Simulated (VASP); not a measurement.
Set up this calculation in VASP 6.6.1, as the native input.

```yaml
Task: single point
Functional: r2SCAN
Potentials_or_basis: VASP PAW PBE potentials, release 64 (Ga_d, Sb)
Cutoff: 520 eV
k_mesh: 10 × 10 × 10
Occupations: gaussian, width 0.05 eV
Spin: no spin polarisation
Dipole_correction: no
Further_INCAR_settings: ALGO = Normal; EDIFF = 1e-07; NBANDS = 16
```

Crystal: GaSb.

```xyz
2
Lattice="0.0000 3.5314 2.2954 3.5314 0.0000 2.2954 3.5314 3.5314 0.0000" Properties=species:S:1:pos:R:3 pbc="T T T"
Ga    0.0000    0.0000    0.0000
Sb    5.2970    5.2970    3.4431
```

This cell differs from its parent crystal: ratio of the length along z to the lengths across it x 0.65, volume and fractional coordinates fixed.

One way to write it, as run:

POSCAR

```
GaSb
1.0
    0.0000000000      3.5313575445      2.2953824039
    3.5313575445      0.0000000000      2.2953824039
    3.5313575445      3.5313575445      0.0000000000
Ga Sb
1 1
Direct
    0.0000000000      0.0000000000      0.0000000000
    0.7500000000      0.7500000000      0.7500000000
```

INCAR.step1

```
ALGO     = Normal         # electronic algorithm
EDIFF    = 1E-4           # SCF threshold, eV
ENCUT    = 520            # plane-wave cutoff, eV
GGA      = PE             # functional
ISMEAR   = 0              # smearing method
LASPH    = True           # aspherical terms in the spheres
LCHARG   = False          # write CHGCAR
LREAL    = False          # projectors in reciprocal space
LWAVE    = True           # write WAVECAR
NBANDS   = 16             # bands
NELM     = 100            # most SCF steps
PREC     = Accurate       # precision mode
SIGMA    = 0.05           # smearing width, eV
```

INCAR.step2

```
ALGO     = Normal         # electronic algorithm
EDIFF    = 1E-7           # SCF threshold, eV
ENCUT    = 520            # plane-wave cutoff, eV
ISIF     = 2              # what is computed and relaxed
ISMEAR   = 0              # smearing method
ISTART   = 1            
LASPH    = True           # aspherical terms in the spheres
LCHARG   = False          # write CHGCAR
LMIXTAU  = True         
LREAL    = False          # projectors in reciprocal space
LWAVE    = False          # write WAVECAR
METAGGA  = R2SCAN         # meta-GGA
NBANDS   = 16             # bands
NELM     = 100            # most SCF steps
PREC     = Accurate       # precision mode
SIGMA    = 0.05           # smearing width, eV
```

KPOINTS

```
k-points
0
Gamma
  10 10 10
```

Potentials or basis: VASP PAW PBE potentials, release 64 (Ga_d, Sb).

The run is started by

```bash
$ cat potpaw_PBE.64/Ga_d/POTCAR potpaw_PBE.64/Sb/POTCAR > POTCAR
$ cp INCAR.step1 INCAR
$ mpirun -np 1 vasp_std > vasp.out
$ cp INCAR.step2 INCAR
$ mpirun -np 1 vasp_std > vasp.out
```

It gave:

| Property | Result |
| --- | --- |
| Pressure | -2.3 GPa |
| Band gap on the k mesh | zero (band 9 reaches 5.49 eV, above the bottom of band 10 at 3.74 eV) |

Caveat: the PAW data sets were made with another functional, which shifts forces and pressure a little; spin-orbit coupling is left out, which moves the levels of the heavy elements.

Wall time 3.4 min on 1 thread of Intel(R) Xeon(R) Platinum 8488C (Sapphire Rapids), on a shared host, peak memory 0.27 GiB.
